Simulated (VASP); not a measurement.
Wanted: the native input for a VASP 6.6.1 run.

| Quantity | Value |
| --- | --- |
| Task | relaxation of cell and atoms |
| Functional | PBE |
| Potentials or basis | VASP PAW PBE potentials, release 64 (F, I, K_sv) |
| Cutoff | 600 eV |
| k mesh | 6 × 6 × 6 |
| Occupations | fermi-dirac, width 0.02 eV |
| Spin | no spin polarisation |
| Dipole correction | no |
| Further INCAR settings | ALGO = Normal; EDIFF = 1e-07; IBRION = 2; EDIFFG = -0.005; NSW = 80; ISIF = 3 |

The structure of K2IF lies in POSCAR:

```
K2IF
1.0
    2.1071428526      1.2165594932      6.8818997387
   -2.1071428526      1.2165594932      6.8818997387
    0.0000000000     -2.4331189863      6.8818997387
F I K
1 1 2
Direct
    1.0000000000      0.0000000000      0.0000000000
    0.5000000000      0.5000000000      0.5000000000
    0.2500000000      0.2500000000      0.2500000000
    0.7500000000      0.7500000000      0.7500000000
```

The input as run:

INCAR

```
PREC = Accurate ; ENCUT = 600
EDIFF = 1E-7 ; ISMEAR = -1
SIGMA = 0.02 ; LREAL = False
LASPH = True ; NELM = 60
ALGO = Normal ; ISIF = 3
LWAVE = False ; LCHARG = False
GGA = PE ; IBRION = 2
NSW = 80 ; EDIFFG = -0.005
```

KPOINTS

```
regular mesh
0
Gamma
  6 6 6
```

Potentials or basis: VASP PAW PBE potentials, release 64 (F, I, K_sv).

Run with:

```bash
$ cat potpaw_PBE.64/F/POTCAR potpaw_PBE.64/I/POTCAR potpaw_PBE.64/K_sv/POTCAR > POTCAR
$ mpirun -np 1 vasp_std > vasp.out
```

Results of the run:

* Relaxed volume: 31.38 Å³/atom
* Relaxed cell: a = 7.926 Å, b = 7.926 Å, c = 7.926 Å, α = 32.18°, β = 32.18°, γ = 32.18°
* Space group after relaxing (to 0.1 Å): R-3m (No. 166)
* Energy gained by relaxing: 357.7 meV/atom
* Ionic steps: 14
* Pressure after relaxing: 0.0 GPa
* Band gap on the k mesh: 3.03 eV

Caveat: the volume moved by over 15 % at a fixed basis, so the end points are rough; spin-orbit coupling is left out, which moves the levels of the heavy elements.

It took 64 min on 1 thread of Intel Xeon 8259CL, with other jobs on the host, peak memory 0.62 GiB.
